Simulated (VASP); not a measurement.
Here is a VASP 6.6.1 calculation.

File INCAR:

```
SYSTEM = Cu
  PREC = Accurate
  ENCUT = 520
  EDIFF = 1E-7
  ISMEAR = 0
  SIGMA = 0.15
  LREAL = .FALSE.
  LASPH = .TRUE.
  NELM = 80
  ALGO = Fast
  ISIF = 2
  LWAVE = .FALSE.
  LCHARG = .FALSE.
  GGA = PS
  NBANDS = 12
```

File KPOINTS:

```
regular mesh
0
G
  24 24 24
  0 0 0
```

The input POSCAR:

```
Cu
1.0
    0.0000000000      2.0969733036      1.3890351163
    2.0969733036      0.0000000000      1.3890351163
    2.0969733036      2.0969733036      0.0000000000
Cu
1
Direct
    0.0000000000      0.0000000000      0.0000000000
```

Potentials or basis: VASP PAW PBE potentials, release 64 (Cu).

Launch:

```console
$ cat potpaw_PBE.64/Cu/POTCAR > POTCAR
$ mpirun -np 1 vasp_std > vasp.out
```

(1) Estimate the pressure.

(2) Predict the band gap on the k mesh.

Results:

(1) -9.2 GPa.

(2) zero (an odd number of electrons rules out a gap without spin polarisation).

Caveat: the cell stands under tension; the PAW data sets were made with another functional, which shifts forces and pressure a little.
